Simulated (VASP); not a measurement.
# Mg (P6_3/mmc) in VASP: elastic constants with PBEsol

Aim: the elastic constants of Mg with PBEsol.

Everything below comes from runs of VASP 6.6.1. Logs are shortened: lines on timing, memory, paths and dates and some standing lists are left out, and cuts for length are marked.

### Step 1. The cell of the first run

It takes space group P6_3/mmc (No. 194, hexagonal). Conventional cell: a = 3.152 Å, b = 3.152 Å, c = 5.104 Å, α = 90.00°, β = 90.00°, γ = 120.00°. Mg (site symmetry -6m2) has 12 Mg at 3.13 to 3.15 Å within 4.1 Å.

### Step 2. Elastic constants, PBEsol

The input, INCAR:

```
PREC = Accurate
ENCUT = 600
EDIFF = 1E-8
ISMEAR = -1
SIGMA = 0.08
LREAL = False
LASPH = True
NELM = 60
ALGO = Normal
ISIF = 3
LWAVE = False
LCHARG = False
GGA = PS
NBANDS = 9
IBRION = 6
NFREE = 2
POTIM = 0.015
NSW = 1
```

The input, KPOINTS:

```
Automatic mesh
0
Gamma
  18 18 10
```

The input, POSCAR:

```
Mg
1.0
    3.1520055389      0.0000000000      0.0000000000
   -1.5760027695      2.7297168696      0.0000000000
    0.0000000000      0.0000000000      5.1035654670
Mg
2
Direct
    0.3333333333      0.6666666667      0.2500000000
    0.6666666667      0.3333333333      0.7500000000
```

Potentials or basis: VASP PAW PBE potentials, release 64 (Mg).

The run is started by

```
$ cat potpaw_PBE.64/Mg/POTCAR > POTCAR
$ mpirun -np 1 vasp_std > vasp.out
```

OUTCAR:

```text
PREC = Accurate
   ENCUT = 600
   EDIFF = 1E-8
   ISMEAR = -1
   LREAL = False
   LASPH = True
   NELM = 60
   ISIF = 3
   GGA = PS
   IBRION = 6
   NFREE = 2
   POTIM = 0.015
   NSW = 1

 ion  position               nearest neighbor table
   1  0.333  0.667  0.250-   2 3.13   2 3.13   2 3.13   2 3.13   2 3.13   2 3.13
   2  0.667  0.333  0.750-   1 3.13   1 3.13   1 3.13   1 3.13   1 3.13   1 3.13

  LATTYP: Found a hexagonal cell.
 ALAT       =     3.1520055389
 C/A-ratio  =     1.6191486354

  Lattice vectors:

 A1 = (   3.1520055389,   0.0000000000,   0.0000000000)
 A2 = (  -1.5760027695,   2.7297168696,   0.0000000000)
 A3 = (   0.0000000000,   0.0000000000,   5.1035654670)

Analysis of symmetry for initial positions (statically):
=====================================================================
 Subroutine PRICEL returns:
 Original cell was already a primitive cell.

 Routine SETGRP: Setting up the symmetry group for a
 hexagonal supercell.

 Subroutine GETGRP returns: Found 24 space group operations
 (whereof 12 operations were pure point group operations)
 out of a pool of 24 trial point group operations.

The static configuration has the point symmetry D_3d.
 The point group associated with its full space group is D_6h.

Analysis of symmetry for dynamics (positions and initial velocities):
=====================================================================
 Subroutine PRICEL returns:
 Original cell was already a primitive cell.

 Routine SETGRP: Setting up the symmetry group for a
 hexagonal supercell.

 Subroutine GETGRP returns: Found 24 space group operations
 (whereof 12 operations were pure point group operations)
 out of a pool of 24 trial point group operations.

The dynamic configuration has the point symmetry D_3d.
 The point group associated with its full space group is D_6h.

 Subroutine INISYM returns: Found 24 space group operations
 (whereof 12 operations are pure point group operations),
 and found     1 'primitive' translations

----------------------------------------------------------------------------------------

                                     Primitive cell

  volume of cell :      43.9115

  direct lattice vectors                    reciprocal lattice vectors
     3.152005539  0.000000000  0.000000000     0.317258326  0.183169180  0.000000000
    -1.576002770  2.729716870  0.000000000     0.000000000  0.366338360  0.000000000
     0.000000000  0.000000000  5.103565467     0.000000000  0.000000000  0.195941447

  length of vectors
     3.152005539  3.152005539  5.103565467     0.366338360  0.366338360  0.195941447

  position of ions in fractional coordinates (direct lattice)
     0.333333333  0.666666667  0.250000000
     0.666666667  0.333333333  0.750000000

  ion indices of the primitive-cell ions
   primitive index   ion index
                 1           1
                 2           2

----------------------------------------------------------------------------------------

 KPOINTS: Automatic mesh

Automatic generation of k-mesh.
 Grid dimensions read from file:
 generate k-points for:   18   18   10

 Generating k-lattice:

  Cartesian coordinates                     Fractional coordinates (reciprocal lattice)
     0.017625463  0.010176066  0.000000000     0.055555556 -0.000000000  0.000000000
     0.000000000  0.020352131  0.000000000     0.000000000  0.055555556  0.000000000
     0.000000000  0.000000000  0.019594145     0.000000000  0.000000000  0.100000000

  Length of vectors
     0.020352131  0.020352131  0.019594145

  Shift w.r.t. Gamma in fractional coordinates (k-lattice)
     0.000000000  0.000000000  0.000000000

 Subroutine IBZKPT returns following result:
 ===========================================

 Found    222 irreducible k-points:

 Following reciprocal coordinates:
            Coordinates               Weight
  0.000000  0.000000  0.000000      1.000000
[... 56 lines left out ...]
   EFERMI =   0.00;   METHOD = LEGACY
   ISMEAR =    -1;   SIGMA  =   0.08  broadening in eV -4-tet -1-fermi 0-gaus
   EFERMI_NEDOS =   21; number of points for ismear=-14 and -15
   IALGO  =     38    algorithm
   IMIX   =      4    mixing-type and parameters
     AMIX     =   0.40;   BMIX     =  1.00
     AMIX_MAG =   1.60;   BMIX_MAG =  1.00
  volume/ion in A,a.u.               =      21.96       148.16
  Fermi-wavevector in a.u.,A,eV,Ry     =   0.736606  1.391984  7.382369  0.542589
  Thomas-Fermi vector in A             =   1.830086
   LORBIT       =      0    0 simple, 1 ext, 2 COOP (PROOUT), +10 PAW based schemes
   GGA     = PS    functional components
   LHFCALC =     F    Hartree Fock is set to
   AEXX    =    0.0000 exact exchange contribution
   IVDW    =     0    specifies the selected vdW correction
   LEPSILON=     F    determine dielectric tensor
   LRPA    =     F    only Hartree local field effects (RPA)
 finite differences with symmetry
 non-spin polarized calculation
  energy-cutoff  :      600.00
  volume of cell :       43.91
 maximum number of plane-waves:      1484
 NGX is ok and might be reduce to    28
   NGX = 13   NGY = 13   NGZ = 21

--------------------------------------- Ionic step        1  -------------------------------------------

 number of electron       4.0000000 magnetization

 Free energy of the ion-electron system (eV)
  ---------------------------------------------------
  ext. energy  EPLUGINS =         0.00000000
  ---------------------------------------------------
  free energy    TOTEN  =        -3.45324222 eV

  energy without entropy =       -3.43614292  energy(sigma->0) =       -3.44469257

------------------------ aborting loop because EDIFF is reached ----------------------------------------

  FORCE on cell =-STRESS in cart. coord.  units (eV):
  Direction    XX          YY          ZZ          XY          YZ          ZX
  --------------------------------------------------------------------------------------
  -------------------------------------------------------------------------------------
  Total        0.2658184      0.2658184      0.2611279     -0.0000000      0.0000000      0.0000000
  in kB        9.6987860      9.6987860      9.5276468     -0.0000000      0.0000000      0.0000000
  external PRESSURE =       9.6417396 kB  Pullay stress =       0.0000000 kB
[... 89 lines left out ...]
  FREE ENERGIE OF THE ION-ELECTRON SYSTEM (eV)
  ---------------------------------------------------
  free  energy   TOTEN  =        -3.4468112454 eV

  energy  without entropy=       -3.4298416902  energy(sigma->0) =       -3.43832647

[... ionic steps 4 to 14 ...]

--------------------------------------- Ionic step       15  -------------------------------------------

 number of electron       4.0000000 magnetization

------------------------ aborting loop because EDIFF is reached ----------------------------------------
[... 67 lines left out ...]
--------------------------------------- Ionic step       17  -------------------------------------------

 number of electron       4.0000000 magnetization

 Free energy of the ion-electron system (eV)
  ---------------------------------------------------
  ext. energy  EPLUGINS =         0.00000000
  ---------------------------------------------------
  free energy    TOTEN  =        -3.45288879 eV

  energy without entropy =       -3.43578879  energy(sigma->0) =       -3.44433879

 E-fermi :   2.8226     XC(G=0):  -8.6746

 val. band max:        2.7951168739   @ k =   0.2778   0.2222   0.2000
 cond. band min:       2.8363355103   @ k =   0.2222   0.0556   0.0000
 fundamental gap:      0.0412186365
 Fermi energy:         2.8225769842

 k-point     1 :       0.0000    0.0000    0.0000
  band No.  band energies     occupation
      1      -4.2963      2.00000
      2       1.0826      2.00000
      3       1.6167      2.00000
      4      13.9831      0.00000
      5      13.9831      0.00000
      6      14.1858      0.00000
      7      14.1858      0.00000
      8      14.9201      0.00000
      9      16.6482      0.00000
[... 265 lines left out ...]
 k-point    24 :       0.3889    0.1111    0.0000
  band No.  band energies     occupation
      1      -0.2039      2.00000
      2       1.8953      1.99998
      3       4.8954      0.00000
      4       5.5714      0.00000
      5       6.9005      0.00000
      6       6.9839      0.00000
      7       8.7539      0.00000
      8      12.1610      0.00000
      9      13.2610      0.00000

 [... further k-points ...]
[... 5 lines left out ...]
  --------------------------------------------------------------------------------------
  -------------------------------------------------------------------------------------
  Total        0.2663611      0.2663611      0.2628491     -0.0000000      0.0000000     -0.0000000
  in kB        9.7185872      9.7185872      9.5904471     -0.0000000      0.0000000     -0.0000000
  external PRESSURE =       9.6758739 kB  Pullay stress =       0.0000000 kB
[... 17 lines left out ...]
  FREE ENERGIE OF THE ION-ELECTRON SYSTEM (eV)
  ---------------------------------------------------
  free  energy   TOTEN  =        -3.4528887901 eV

  energy  without entropy=       -3.4357887863  energy(sigma->0) =       -3.44433879

 INTERNAL STRAIN TENSORS FROM STRAINED CELLS
 ============================================

 INTERNAL STRAIN TENSOR FOR ION    1 for displacements in x,y,z  (eV/Angst):
          X           Y           Z          XY          YZ          ZX
  --------------------------------------------------------------------------------
  x     0.00000    -0.00000     0.00000    -0.94971     0.00000     0.00000
  y    -0.94499     0.94495     0.00000    -0.00000    -0.00000    -0.00000
  z     0.00000     0.00000     0.00000     0.00000    -0.00299    -0.00000

 INTERNAL STRAIN TENSORS FROM DISPLACED ATOMS
 ============================================

 INTERNAL STRAIN TENSOR FOR ION    1 for displacements in x,y,z  (eV/Angst):
          X           Y           Z          XY          YZ          ZX
  --------------------------------------------------------------------------------
  x     0.00000    -0.00000    -0.00000    -0.93986     0.00000     0.00000
  y    -0.93986     0.93986     0.00000    -0.00000     0.00000     0.00000
  z    -0.00000     0.00000     0.00000    -0.00000     0.00000     0.00000

 INTERNAL STRAIN TENSOR FOR ION    2 for displacements in x,y,z  (eV/Angst):
          X           Y           Z          XY          YZ          ZX
  --------------------------------------------------------------------------------
  x    -0.00000     0.00000     0.00000     0.93986     0.00000     0.00000
  y     0.93986    -0.93986    -0.00000     0.00000     0.00000     0.00000
  z     0.00000    -0.00000    -0.00000     0.00000     0.00000    -0.00000

 Eigenvectors and eigenvalues of the dynamical matrix
 ----------------------------------------------------

   1 f  =    7.948953 THz    49.944745 2PiTHz  265.148535 cm-1    32.874214 meV
             X         Y         Z           dx          dy          dz
     -0.000000  1.819811  1.275891     0.000000    0.000000   -0.707107
      1.576003  0.909906  3.827674     0.000000    0.000000    0.707107
[... 16 lines left out ...]
   5 f  =    0.000000 THz     0.000000 2PiTHz    0.000000 cm-1     0.000000 meV
             X         Y         Z           dx          dy          dz
     -0.000000  1.819811  1.275891     0.000000   -0.000000    0.707107
      1.576003  0.909906  3.827674     0.000000    0.000000    0.707107

   6 f/i=    0.000000 THz     0.000000 2PiTHz    0.000002 cm-1     0.000000 meV
             X         Y         Z           dx          dy          dz
     -0.000000  1.819811  1.275891    -0.217481   -0.672831   -0.000000
      1.576003  0.909906  3.827674    -0.217481   -0.672831    0.000000

--------------------------------------------------------------------------------------------------------

 ELASTIC MODULI CONTR FROM IONIC RELAXATION (kBar)
 Direction    XX          YY          ZZ          XY          YZ          ZX
 --------------------------------------------------------------------------------
 XX         -41.3309     41.3309      0.0000      0.0000      0.0000      0.0000
 YY          41.3309    -41.3309     -0.0000      0.0000      0.0000     -0.0000
 ZZ           0.0000     -0.0000     -0.0000     -0.0000      0.0000     -0.0000
 XY           0.0000      0.0000     -0.0000    -41.3309      0.0000      0.0000
 YZ           0.0000      0.0000      0.0000      0.0000      0.0000      0.0000
 ZX           0.0000     -0.0000     -0.0000      0.0000      0.0000     -0.0000
 --------------------------------------------------------------------------------

 TOTAL ELASTIC MODULI (kBar)
 Direction    XX          YY          ZZ          XY          YZ          ZX
 --------------------------------------------------------------------------------
 XX         713.0638    273.8804    238.8954     -0.0000      0.0000     -0.0000
 YY         273.8804    713.0638    238.8954     -0.0000     -0.0000     -0.0000
 ZZ         238.8954    238.8954    736.1375     -0.0000      0.0000     -0.0000
 XY          -0.0000     -0.0000     -0.0000    219.5917      0.0000      0.0000
 YZ          -0.0000     -0.0000      0.0000      0.0000    182.0914     -0.0000
 ZX          -0.0000     -0.0000     -0.0000      0.0000     -0.0000    182.0914
 --------------------------------------------------------------------------------
```

Wall time 15 min (1 thread of Intel Xeon 6975P-C (Granite Rapids), shared host); peak memory 0.86 GiB.

What came out:

```yaml
Voigt_bulk_modulus: 41 GPa
Highest_phonon_frequency_at_Γ: 265 cm⁻¹
```

Phonon frequencies in cm⁻¹ (negative: imaginary):
```csv
q point,frequencies
"(0.000, 0.000, 0.000)",0 0 0 132 132 265
```

Elastic tensor in Voigt notation (GPa, in the Cartesian axes of the cell as first typed):
```
71 27 24  0  0  0
27 71 24  0  0  0
24 24 74  0  0  0
 0  0  0 18  0  0
 0  0  0  0 18  0
 0  0  0  0  0 22
```

Clamped-ion elastic tensor (GPa):
```
75 23 24  0  0  0
23 75 24  0  0  0
24 24 74  0  0  0
 0  0  0 18  0  0
 0  0  0  0 18  0
 0  0  0  0  0 26
```

Caveat: the PAW data sets were made with another functional, which shifts forces and pressure a little.
